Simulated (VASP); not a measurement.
Set up this calculation in VASP 6.6.1, as the native input.

```yaml
Task: single point
Functional: LDA
Potentials_or_basis: VASP PAW LDA potentials, release 64 (Ir)
Cutoff: 520 eV
k_mesh: 3 × 13 × 4
Occupations: gaussian, width 0.05 eV
Spin: no spin polarisation
Dipole_correction: no
Further_INCAR_settings: ALGO = Normal; EDIFF = 1e-06; NBANDS = 16
```

The structure of Ir lies in POSCAR:

```
Ir
1.0
   11.9029845832      0.0000000000      0.0000000000
    0.0000000000      2.1722100347      0.0000000000
    0.0000000000      0.0000000000      6.9958323996
Ir
2
Direct
    0.2500000000      0.0000000000      0.1639880000
    0.7500000000      0.0000000000      0.8360120000
```

These files were run (other wordings do the same):

INCAR

```
PREC = Accurate ; ENCUT = 520
EDIFF = 1E-6 ; ISMEAR = 0
SIGMA = 0.05 ; LREAL = F
LASPH = T ; NELM = 60
ALGO = Normal ; ISIF = 2
LWAVE = F ; LCHARG = T
LELF = T ; LVHAR = T
NBANDS = 16
```

KPOINTS

```
regular mesh
0
Gamma
  3 13 4
```

Potentials or basis: VASP PAW LDA potentials, release 64 (Ir).

The run is started by

```console
$ cat potpaw_LDA.64/Ir/POTCAR > POTCAR
$ mpirun -np 1 vasp_std > vasp.out
```

It gave:

```
Pressure               : 1.9 GPa
Band gap on the k mesh : zero (bands 9 and 10 overlap by 3.60 eV)
```

Caveat: the stress differs along the axes, from -0 to 6 GPa; spin-orbit coupling is left out, which moves the levels of the heavy elements.

It took 2.7 min on 1 thread of Intel Xeon 8259CL, on a shared host, peak memory 0.27 GiB.
